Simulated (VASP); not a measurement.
Runs of VASP 6.6.1 on Yb. The structure is that of space group P6_3/mmc (No. 194), or close to it. The cells are those of the table. This isn't the form of Yb at room conditions, which is fcc.

| cell | gap on the mesh (eV) | pressure (GPa) |
| --- | --- | --- |
| a = 3.791, b = 3.791, c = 6.240 Å, angles 90.0, 90.0, 120.0°, 2 atoms | none | 0.0 |
| a = 3.740, b = 3.740, c = 6.156 Å, angles 90.0, 90.0, 120.0°, 2 atoms | none | 0.3 |
| a = 3.889, b = 3.889, c = 6.402 Å, angles 90.0, 90.0, 120.0°, 2 atoms | none | -1.0 |
| a = 3.633, b = 3.633, c = 5.980 Å, angles 90.0, 90.0, 120.0°, 2 atoms | none | (a) |
| a = 3.841, b = 3.841, c = 6.322 Å, angles 90.0, 90.0, 120.0°, 2 atoms | none | -1.0 |
| a = 3.687, b = 3.687, c = 6.069 Å, angles 90.0, 90.0, 120.0°, 2 atoms | none | 0.3 |

Alike in all rows: task single point; level RPBE; potentials or basis VASP PAW PBE potentials, release 64 (Yb); no spin polarisation; k mesh 11 × 11 × 6; cutoff (eV) 520; smearing fermi-dirac 0.1 eV.

Problem. Fill in the values left out.

Solution. (a) 1.7.

Caveats: the PAW data sets were made with another functional, which shifts forces and pressure a little; spin-orbit coupling is left out, which moves the levels of the heavy elements.

A k mesh can miss the band edges, and the runs leave out spin-orbit coupling on Yb.

A gap of «none» marks levels without a gap at the run's occupations.
